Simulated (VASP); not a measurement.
# MgO (P6_3mc) in VASP: single point with PBEsol

Aim: the single point of MgO with PBEsol.

Program: VASP 6.6.1. These are calculated values, not measurements. Logs are shortened: lines on timing, memory, paths and dates and some standing lists are left out, and cuts for length are marked.

**1. The cell of the first run**

Symmetry: P6_3mc, No. 186, hexagonal system. The conventional cell has a = 3.419 Å, b = 3.419 Å, c = 4.618 Å, α = 90.00°, β = 90.00°, γ = 120.00°. Mg (site symmetry 3m) has 4 O at 1.83 to 2.03 Å within 2.4 Å. Within 2.4 Å of O (site symmetry 3m) lie 4 Mg at 1.83 to 2.03 Å.

**2. Single point, PBEsol**

Contents of INCAR:

```
PREC = Accurate
ENCUT = 600
EDIFF = 1E-6
ISMEAR = 0
SIGMA = 0.05
LREAL = F
LASPH = T
NELM = 120
ALGO = Normal
ISIF = 2
LWAVE = F
LCHARG = F
GGA = PS
NBANDS = 16
GGA_COMPAT = F
```

Contents of KPOINTS:

```
Automatic mesh
0
Gamma
  9 9 6
```

Contents of POSCAR:

```
MgO
1.0
    3.4191000000      0.0000000000      0.0000000000
   -1.7095500000      2.9610274581      0.0000000000
    0.0000000000      0.0000000000      4.6178000000
Mg O
2 2
Direct
    0.3333333333      0.6666666667      0.0036583380
    0.6666666667      0.3333333333      0.5036583380
    0.3333333333      0.6666666667      0.4009416620
    0.6666666667      0.3333333333      0.9009416620
```

Potentials or basis: VASP PAW PBE potentials, release 64 (Mg, O).

Run with:

```bash
$ cat potpaw_PBE.64/Mg/POTCAR potpaw_PBE.64/O/POTCAR > POTCAR
$ mpirun -np 1 vasp_std > vasp.out
```

OUTCAR:

```text
PREC = Accurate
   ENCUT = 600
   EDIFF = 1E-6
   ISMEAR = 0
   LREAL = F
   LASPH = T
   NELM = 120
   ISIF = 2
   GGA = PS

 ion  position               nearest neighbor table
   1  0.333  0.667  0.004-   3 1.83   4 2.03   4 2.03   4 2.03   3 2.78   2 3.04   2 3.04   2 3.04
                             2 3.04   2 3.04   2 3.04
   2  0.667  0.333  0.504-   4 1.83   3 2.03   3 2.03   3 2.03   4 2.78   1 3.04   1 3.04   1 3.04
                             1 3.04   1 3.04   1 3.04
   3  0.333  0.667  0.401-   1 1.83   2 2.03   2 2.03   2 2.03   1 2.78
   4  0.667  0.333  0.901-   2 1.83   1 2.03   1 2.03   1 2.03   2 2.78

  LATTYP: Found a hexagonal cell.
 ALAT       =     3.4191000000
 C/A-ratio  =     1.3505893364

  Lattice vectors:

 A1 = (   3.4191000000,   0.0000000000,   0.0000000000)
 A2 = (  -1.7095500000,   2.9610274581,   0.0000000000)
 A3 = (   0.0000000000,   0.0000000000,   4.6178000000)

Analysis of symmetry for initial positions (statically):
=====================================================================
 Subroutine PRICEL returns:
 Original cell was already a primitive cell.

 Routine SETGRP: Setting up the symmetry group for a
 hexagonal supercell.

 Subroutine GETGRP returns: Found 12 space group operations
 (whereof  6 operations were pure point group operations)
 out of a pool of 24 trial point group operations.

The static configuration has the point symmetry C_3v.
 The point group associated with its full space group is C_6v.

Analysis of symmetry for dynamics (positions and initial velocities):
=====================================================================
 Subroutine PRICEL returns:
 Original cell was already a primitive cell.

 Routine SETGRP: Setting up the symmetry group for a
 hexagonal supercell.

 Subroutine GETGRP returns: Found 12 space group operations
 (whereof  6 operations were pure point group operations)
 out of a pool of 24 trial point group operations.

The dynamic configuration has the point symmetry C_3v.
 The point group associated with its full space group is C_6v.

 Subroutine INISYM returns: Found 12 space group operations
 (whereof  6 operations are pure point group operations),
 and found     1 'primitive' translations

----------------------------------------------------------------------------------------

                                     Primitive cell

  volume of cell :      46.7508

  direct lattice vectors                    reciprocal lattice vectors
     3.419100000  0.000000000  0.000000000     0.292474628  0.168860305  0.000000000
    -1.709550000  2.961027458  0.000000000     0.000000000  0.337720610  0.000000000
     0.000000000  0.000000000  4.617800000     0.000000000  0.000000000  0.216553337

  length of vectors
     3.419100000  3.419100000  4.617800000     0.337720610  0.337720610  0.216553337

  position of ions in fractional coordinates (direct lattice)
     0.333333333  0.666666667  0.003658338
     0.666666667  0.333333333  0.503658338
     0.333333333  0.666666667  0.400941662
     0.666666667  0.333333333  0.900941662

  ion indices of the primitive-cell ions
   primitive index   ion index
                 1           1
                 2           2
                 3           3
                 4           4

----------------------------------------------------------------------------------------

 KPOINTS: Automatic mesh

Automatic generation of k-mesh.
 Grid dimensions read from file:
 generate k-points for:    9    9    6

 Generating k-lattice:

  Cartesian coordinates                     Fractional coordinates (reciprocal lattice)
     0.032497181  0.018762256  0.000000000     0.111111111  0.000000000  0.000000000
     0.000000000  0.037524512  0.000000000     0.000000000  0.111111111  0.000000000
     0.000000000  0.000000000  0.036092223     0.000000000  0.000000000  0.166666667

  Length of vectors
     0.037524512  0.037524512  0.036092223

  Shift w.r.t. Gamma in fractional coordinates (k-lattice)
     0.000000000  0.000000000  0.000000000

 Subroutine IBZKPT returns following result:
 ===========================================

 Found     48 irreducible k-points:

 Following reciprocal coordinates:
            Coordinates               Weight
  0.000000  0.000000  0.000000      1.000000
  0.111111  0.000000  0.000000      6.000000
  0.222222  0.000000  0.000000      6.000000
  0.333333  0.000000  0.000000      6.000000
  0.444444  0.000000  0.000000      6.000000
  0.111111  0.111111  0.000000      6.000000
[... 16 lines left out ...]
  0.333333  0.222222  0.166667     24.000000
  0.333333  0.333333  0.166667      4.000000
 [... further k-points ...]
   k-points           NKPTS =     48   k-points in BZ     NKDIM =     48   number of bands    NBANDS=     16
   number of dos      NEDOS =    301   number of ions     NIONS =      4
   total plane-waves  NPLWV =  31360
   dimension x,y,z NGX =    28 NGY =   28 NGZ =   40
   dimension x,y,z NGXF=    56 NGYF=   56 NGZF=   80
   ions per type =               2   2
   NGX,Y,Z   is equivalent  to a cutoff of  13.61, 13.61, 14.40 a.u.
   NGXF,Y,Z  is equivalent  to a cutoff of  27.23, 27.23, 28.80 a.u.
 SYSTEM =  unknown system
   PREC   = accura    normal or accurate (medium, high low for compatibility)
   ISTART =      0    job   : 0-new  1-cont  2-samecut
   ICHARG =      2    charge: 1-file 2-atom 10-const
   ISPIN  =      1    spin polarized calculation?
   LNONCOLLINEAR =      F non collinear calculations
   LSORBIT =      F    spin-orbit coupling
   LASPH  =      T    aspherical Exc in radial PAW
   ENCUT  =  600.0 eV  44.10 Ry    6.64 a.u.   6.83  6.83  9.22*2*pi/ulx,y,z
   NELM   =    120;   NELMIN=  2; NELMDL= -5     # of ELM steps
   EDIFF  = 0.1E-05   stopping-criterion for ELM
   LREAL  =      F    real-space projection
   EDIFFG = 0.1E-04   stopping-criterion for IOM
   NSW    =      0    number of steps for IOM
   IBRION =     -1    ionic relax: 0-MD 1-quasi-New 2-CG
   NFREE  =      0    steps in history (QN), initial steepest desc. (CG)
   ISIF   =      2    stress and relaxation
   ISYM   =      2    0-nonsym 1-usesym 2-fastsym
   POTIM  = 0.5000    time-step for ionic-motion
   TEBEG  =    0.0;   TEEND  =   0.0 temperature during run
   PSTRESS=    0.0 pullay stress
   NELECT =      16.0000    total number of electrons
   NUPDOWN=      -1.0000    fix difference up-down
   EMIN   =  10.00;   EMAX   =-10.00  energy-range for DOS
   EFERMI =   0.00;   METHOD = LEGACY
   ISMEAR =     0;   SIGMA  =   0.05  broadening in eV -4-tet -1-fermi 0-gaus
   EFERMI_NEDOS =   21; number of points for ismear=-14 and -15
   IALGO  =     38    algorithm
   IMIX   =      4    mixing-type and parameters
     AMIX     =   0.40;   BMIX     =  1.00
     AMIX_MAG =   1.60;   BMIX_MAG =  1.00
  volume/ion in A,a.u.               =      11.69        78.87
  Fermi-wavevector in a.u.,A,eV,Ry     =   1.145122  2.163967 17.841375  1.311304
  Thomas-Fermi vector in A             =   2.281811
   LORBIT       =      0    0 simple, 1 ext, 2 COOP (PROOUT), +10 PAW based schemes
   GGA     = PS    functional components
   LHFCALC =     F    Hartree Fock is set to
   AEXX    =    0.0000 exact exchange contribution
   IVDW    =     0    specifies the selected vdW correction
   LEPSILON=     F    determine dielectric tensor
   LRPA    =     F    only Hartree local field effects (RPA)
 non-spin polarized calculation
 Gauss-broadening in eV      SIGMA  =   0.05
  energy-cutoff  :      600.00
  volume of cell :       46.75
 maximum number of plane-waves:      1578
 NGX is ok and might be reduce to    28
   NGX = 13   NGY = 13   NGZ = 19

 number of electron      16.0000002 magnetization

 Free energy of the ion-electron system (eV)
  ---------------------------------------------------
  ext. energy  EPLUGINS =         0.00000000
  ---------------------------------------------------
  free energy    TOTEN  =       -24.26145272 eV

  energy without entropy =      -24.26145272  energy(sigma->0) =      -24.26145272

 E-fermi :   1.4616     XC(G=0): -10.0115

 val. band max:        1.1824926573   @ k =   0.0000   0.0000   0.0000
 cond. band min:       4.4585672368   @ k =   0.0000   0.0000   0.0000
 fundamental gap:      3.2760745795
 Fermi energy:         1.4616016935

 k-point     1 :       0.0000    0.0000    0.0000
  band No.  band energies     occupation
      1     -15.1588      2.00000
      2     -14.1268      2.00000
      3      -2.0661      2.00000
      4       0.0903      2.00000
      5       0.0903      2.00000
      6       0.6298      2.00000
[... 8 lines left out ...]
     15      16.9344      0.00000
     16      17.0536      0.00000

 k-point     2 :       0.1111    0.0000    0.0000
  band No.  band energies     occupation
      1     -15.1008      2.00000
      2     -14.1213      2.00000
      3      -1.9617      2.00000
      4      -0.1655      2.00000
      5       0.0003      2.00000
      6       0.2734      2.00000
[... 8 lines left out ...]
     15      16.9082      0.00000
     16      16.9269      0.00000

 k-point     3 :       0.2222    0.0000    0.0000
  band No.  band energies     occupation
      1     -14.9428      2.00000
      2     -14.1159      2.00000
      3      -1.6705      2.00000
      4      -0.8717      2.00000
      5      -0.2256      2.00000
      6      -0.1884      2.00000
[... 8 lines left out ...]
     15      15.9966      0.00000
     16      16.1576      0.00000

 k-point     4 :       0.3333    0.0000    0.0000
  band No.  band energies     occupation
      1     -14.7327      2.00000
      2     -14.1356      2.00000
      3      -1.6149      2.00000
      4      -1.2075      2.00000
      5      -0.6174      2.00000
      6      -0.3676      2.00000
[... 8 lines left out ...]
     15      15.7532      0.00000
     16      15.8957      0.00000

 k-point     5 :       0.4444    0.0000    0.0000
  band No.  band energies     occupation
      1     -14.5538      2.00000
      2     -14.1872      2.00000
      3      -2.0042      2.00000
      4      -0.9022      2.00000
      5      -0.7518      2.00000
      6      -0.4724      2.00000
[... 8 lines left out ...]
     15      15.6239      0.00000
     16      16.2774      0.00000

 k-point     6 :       0.1111    0.1111    0.0000
  band No.  band energies     occupation
      1     -14.9927      2.00000
      2     -14.1160      2.00000
      3      -1.7629      2.00000
      4      -0.5486      2.00000
      5      -0.4220      2.00000
      6       0.1142      2.00000
[... 8 lines left out ...]
     15      15.9614      0.00000
     16      16.5158      0.00000
[... 267 lines left out ...]
 k-point    21 :       0.4444    0.1111    0.1667
  band No.  band energies     occupation
      1     -14.4713      2.00000
      2     -14.2244      2.00000
      3      -2.0942      2.00000
      4      -1.2316      2.00000
      5      -0.7496      2.00000
      6      -0.2034      2.00000
[... 8 lines left out ...]
     15      14.9903      0.00000
     16      16.5497      0.00000

 k-point    22 :       0.2222    0.2222    0.1667
  band No.  band energies     occupation
      1     -14.5897      2.00000
      2     -14.1849      2.00000
      3      -1.6387      2.00000
      4      -1.5204      2.00000
      5      -0.5361      2.00000
      6      -0.3163      2.00000
[... 8 lines left out ...]
     15      15.0945      0.00000
     16      17.0237      0.00000

 k-point    23 :       0.3333    0.2222    0.1667
  band No.  band energies     occupation
      1     -14.4369      2.00000
      2     -14.2367      2.00000
      3      -1.8689      2.00000
      4      -1.3106      2.00000
      5      -0.9441      2.00000
      6      -0.0663      2.00000
[... 8 lines left out ...]
     15      14.8550      0.00000
     16      17.0661      0.00000

 k-point    24 :       0.3333    0.3333    0.1667
  band No.  band energies     occupation
      1     -14.3193      2.00000
      2     -14.3193      2.00000
      3      -1.7644      2.00000
      4      -1.2301      2.00000
      5      -1.2301      2.00000
      6      -0.0882      2.00000
[... 8 lines left out ...]
     15      14.7276      0.00000
     16      17.7848      0.00000

 [... further k-points ...]

------------------------ aborting loop because EDIFF is reached ----------------------------------------

  FORCE on cell =-STRESS in cart. coord.  units (eV):
  Direction    XX          YY          ZZ          XY          YZ          ZX
  --------------------------------------------------------------------------------------
  -------------------------------------------------------------------------------------
  Total       -1.8133293     -1.8133293      5.9906589      0.0000000      0.0000000      0.0000000
  in kB      -62.1438124    -62.1438124    205.3032452      0.0000000      0.0000000      0.0000000
  external PRESSURE =      27.0052068 kB  Pullay stress =       0.0000000 kB

 VOLUME and BASIS-vectors are now :
 -----------------------------------------------------------------------------
  energy-cutoff  :      600.00
  volume of cell :       46.75
      direct lattice vectors                 reciprocal lattice vectors
     3.419100000  0.000000000  0.000000000     0.292474628  0.168860305  0.000000000
    -1.709550000  2.961027458  0.000000000     0.000000000  0.337720610  0.000000000
     0.000000000  0.000000000  4.617800000     0.000000000  0.000000000  0.216553337

 POSITION                                       TOTAL-FORCE (eV/Angst)
 -----------------------------------------------------------------------------------
     -0.00000      1.97402      0.01689         0.000000      0.000000     -1.836354
      1.70955      0.98701      2.32579        -0.000000     -0.000000     -1.836354
     -0.00000      1.97402      1.85147        -0.000000      0.000000      1.836354
      1.70955      0.98701      4.16037         0.000000     -0.000000      1.836354
 -----------------------------------------------------------------------------------
    total drift:                               -0.000000      0.000000      0.000227

  FREE ENERGIE OF THE ION-ELECTRON SYSTEM (eV)
  ---------------------------------------------------
  free  energy   TOTEN  =       -24.2614527224 eV

  energy  without entropy=      -24.2614527224  energy(sigma->0) =      -24.26145272
```

It took 61 s on 1 thread of Intel Xeon 8259CL, shared host; peak memory 0.2 GiB.

Results:

| Item | Value |
| --- | --- |
| Free energy | -24.2615 eV |
| Pressure | 2.7 GPa |
| Largest force | 1.836 eV/Å |
| Band gap on the k mesh | 3.28 eV |

Forces in eV/Å, atoms in the order of the input:
```
Mg   0.000  0.000 -1.836
Mg   0.000  0.000 -1.836
O    0.000  0.000  1.836
O    0.000  0.000  1.836
```

Stress tensor (GPa, compression positive):
```
-6.21  0.00  0.00
 0.00 -6.21  0.00
 0.00  0.00 20.53
```

Caveat: the stress differs along the axes, from -6 to 21 GPa; the PAW data sets were made with another functional, which shifts forces and pressure a little. A k mesh can miss the band edges.
